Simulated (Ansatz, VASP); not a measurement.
One calculation of Hf, two programs

```
CELL_PARAMETERS angstrom
4.97368 0.00000 0.00000
-2.48684 4.30734 0.00000
0.00000 0.00000 3.08889
ATOMIC_POSITIONS crystal
Hf 0.66667 0.33333 0.50000
Hf 0.33333 0.66667 0.50000
Hf 0.00000 0.00000 0.00000
```

Alike in both runs: functional r2SCAN; k mesh 12 × 12 × 16; occupations gaussian, width 0.1 eV; no spin polarisation.

Ansatz relaxed the structure, and its values are those at the end. VASP's run is a single point on that final structure, the one shown.

|  | VASP | Ansatz |
| --- | --- | --- |
| version | VASP 6.6.1 | Ansatz 0.2.0 |
| potentials or method | VASP PAW PBE potentials, release 64 (Hf_pv), cutoff 550 eV | scalar-relativistic, plane waves, PAW |
| valence electrons in the cell | 30 | 78 |

Ansatz gave:

* gap on the k mesh at the Fermi level (eV): none
* pressure (GPa): 0.0

**Question.** Estimate VASP's values.

**Answer.** gap on the k mesh at the Fermi level (eV): none; pressure (GPa): -0.6.

VASP's potentials were made for PBE, not for r2SCAN. A gap of «none» marks a metal or a gap that the smearing closes. VASP's potentials hold 30 valence electrons a cell and Ansatz's 78, so a difference there can come from the potentials and not from the codes.

Spin-orbit coupling is off throughout.
